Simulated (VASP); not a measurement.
Here is a VASP 6.6.1 calculation.

POSCAR

```
BAs
1.0
    2.1275493300      0.0000000000      0.0000000000
    0.0000000000      3.1740629400      0.0000000000
    0.0000000000      0.0000000000      4.9509801800
B As
1 1
Direct
    0.0000000000      0.5000000000      0.0000000000
    0.5000000000      0.5000000000      0.5000000000
```

File INCAR.step1:

```
SYSTEM = BAs
  ALGO = Normal
  EDIFF = 1E-5
  ENCUT = 520
  GGA = PE
  ISIF = 2
  ISMEAR = -1
  LASPH = .TRUE.
  LREAL = .FALSE.
  LWAVE = .TRUE.
  NBANDS = 11
  NELM = 100
  PREC = Accurate
  SIGMA = 0.05
```

INCAR.step2

```
SYSTEM = BAs
  AEXX = 0.25
  ALGO = Normal
  EDIFF = 1E-7
  ENCUT = 520
  GGA = PS
  ISIF = 2
  ISMEAR = -1
  ISTART = 1
  LASPH = .TRUE.
  LCHARG = .TRUE.
  LELF = .TRUE.
  LHFCALC = .TRUE.
  LREAL = .FALSE.
  LVHAR = .TRUE.
  LWAVE = .FALSE.
  NBANDS = 11
  NELM = 100
  PREC = Accurate
  PRECFOCK = Normal
  SIGMA = 0.05
```

The input KPOINTS:

```
k-points
0
G
  6 4 3
  0 0 0
```

Potentials or basis: VASP PAW PBE potentials, release 64 (B, As).

Command:

```bash
$ cat potpaw_PBE.64/B/POTCAR potpaw_PBE.64/As/POTCAR > POTCAR
$ cp INCAR.step1 INCAR
$ mpirun -np 1 vasp_std > vasp.out
$ cp INCAR.step2 INCAR
$ mpirun -np 1 vasp_std > vasp.out
```

**Question.** Predict the pressure.

**Answer.** 4.0 GPa.

**Question.** What does it give for the band gap on the k mesh?

**Answer.** Zero (band 4 reaches 5.09 eV, above the bottom of band 5 at 1.42 eV).

Stress tensor (GPa, compression positive):
```
 31.64   0.00   0.00
  0.00 -10.91   0.00
  0.00   0.00  -8.73
```

Caveat: the k points lie up to 0.49 Å⁻¹ apart; the PAW data sets were made with another functional, which shifts forces and pressure a little.
